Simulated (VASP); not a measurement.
A run of VASP 6.6.1:

File INCAR:

```
SYSTEM = CdF3
ALGO = Normal
EDIFF = 1E-7
EDIFFG = -0.04
ENCUT = 600
GGA = PE
IBRION = 2
ISIF = 3
ISMEAR = 0
LASPH = .True.
LCHARG = .False.
LREAL = .False.
LWAVE = .False.
NELM = 80
NSW = 90
PREC = Accurate
SIGMA = 0.1
```

KPOINTS

```
k-points
0
Gamma
  6 4 4
  0 0 0
```

POSCAR

```
CdF3
1.0
    3.7370631905      0.0000000000      0.0000000000
    0.0000000000      5.4877171654      0.0000000000
    0.0000000000      0.0000000000      6.2226295297
Cd F
2 6
Direct
    0.0000000000      0.5000000000      0.1510396411
    0.5000000000      0.0000000000      0.8489603589
    0.0000000000      0.7555922238      0.8538430837
    0.0000000000      0.2444077762      0.8538430837
    0.5000000000      0.2555922238      0.1461569163
    0.5000000000      0.7444077762      0.1461569163
    0.0000000000      0.5000000000      0.4833323230
    0.5000000000      0.0000000000      0.5166676770
```

Potentials or basis: VASP PAW PBE potentials, release 64 (Cd, F).

Run with:

```sh
$ cat potpaw_PBE.64/Cd/POTCAR potpaw_PBE.64/F/POTCAR > POTCAR
$ mpirun -np 1 vasp_std > vasp.out
```

Hardware: 1 thread of Oxide Virtual Turin-like Processor (shared host).

Question: Estimate the wall time of this run.

Answer: It took 41 min on 1 thread of Oxide Virtual Turin-like Processor, on a shared host, peak memory 0.33 GiB. Counts: scf iterations 130, k points 36, ion steps 12.
